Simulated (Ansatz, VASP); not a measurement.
**One calculation of MoS2, two programs**

```
Mo S
1.0
     1.60636    0.92743    6.19547
    -1.60636    0.92743    6.19547
     0.00000   -1.85487    6.19547
Mo S
1 2
Direct
  0.00000 0.00000 0.00000
  0.25000 0.25000 0.25000
  0.75000 0.75000 0.75000
```

Change from the starting cell: volume scaled by 1.04.

Alike in both runs: task single point; functional LDA; k mesh 10 × 10 × 10; occupations fermi-dirac, width 0.05 eV; no spin polarisation.

```csv
,VASP,Ansatz
version,VASP 6.6.1,Ansatz 0.2.0
potentials or method,"VASP PAW LDA potentials, release 64 (Mo_sv, S), cutoff 520 eV","all-electron LAPW, scalar-relativistic"
```

```tsv
	VASP	Ansatz	Ansatz less VASP
gap on the k mesh at the Fermi level (eV)	none	none	-
pressure (GPa)	-5.3	-5.4	-0.07
traceless stress, the component that is largest in VASP (GPa)	2.51	2.50	-0.016
rms of the force components (eV/Å)	0.027	0.036	+0.0087
```

LDA's correlation is that of Perdew and Zunger in VASP and of Perdew and Wang (1992) in Ansatz. Atom by atom the forces differ by 0.009 eV/Å (rms over components). A gap of «none» marks a metal or a gap that the smearing closes. Ansatz ran all-electron here, and VASP with PAW potentials.
